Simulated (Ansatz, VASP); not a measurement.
## One calculation of Sb, two programs

File INCAR:

```
SYSTEM = Sb
PREC     = Accurate       ! precision mode
ENCUT    = 520            ! plane-wave cutoff, eV
EDIFF    = 1E-6           ! SCF threshold, eV
ISMEAR   = 0              ! smearing method
SIGMA    = 0.1            ! smearing width, eV
LREAL    = .False.        ! projectors in reciprocal space
LASPH    = .True.         ! aspherical terms in the spheres
NELM     = 60             ! most SCF steps
ALGO     = Normal         ! electronic algorithm
ISIF     = 2              ! what is computed and relaxed
LWAVE    = .False.        ! write WAVECAR
LCHARG   = .False.        ! write CHGCAR
GGA      = PE             ! functional
NBANDS   = 8              ! bands
```

File KPOINTS:

```
Automatic mesh
0
Gamma
  16 16 16
  0 0 0
```

Contents of POSCAR:

```
Sb
1.0
    0.0000000000      2.4109845463      2.4109845463
    2.4109845463      0.0000000000      2.4109845463
    2.4109845463      2.4109845463      0.0000000000
Sb
1
Direct
    0.0000000000      0.0000000000      0.0000000000
```

Input for Ansatz:

```yaml
crystal:
  lattice:
    - [0.0, 2.4109845463, 2.4109845463]
    - [2.4109845463, 0.0, 2.4109845463]
    - [2.4109845463, 2.4109845463, 0.0]
  atoms:
    - { symbol: Sb, position: [0.0, 0.0, 0.0] }
basis:
  ecutwfc: 420
kpoints:
  mp_grid: { grid: [16, 16, 16] }
hamiltonian:
  xc: pbe
scf:
  occupations: { method: gaussian, width: 0.1 }
output:
  forces: true
  stress: true
  eigenvalues: true
```

Alike in both runs: task single point; functional PBE; k mesh 16 × 16 × 16; occupations gaussian, width 0.1 eV; no spin polarisation.

|  | VASP | Ansatz |
| --- | --- | --- |
| version | VASP 6.6.1 | Ansatz 0.2.0 |
| potentials or method | VASP PAW PBE potentials, release 64 (Sb), cutoff 520 eV | scalar-relativistic, plane waves, PAW |
| valence electrons in the cell | 5 | 15 |

```csv
,VASP,Ansatz,Ansatz less VASP
gap on the k mesh at the Fermi level (eV),none,none,-
pressure (GPa),-1.2,-1.1,+0.14
```

A gap of «none» marks a metal or a gap that the smearing closes. The functional is the same, so the differences come from potentials, cutoffs and numerics. VASP's potentials hold 5 valence electrons a cell and Ansatz's 15, so a difference there can come from the potentials and not from the codes.

Neither program's run includes spin-orbit coupling.
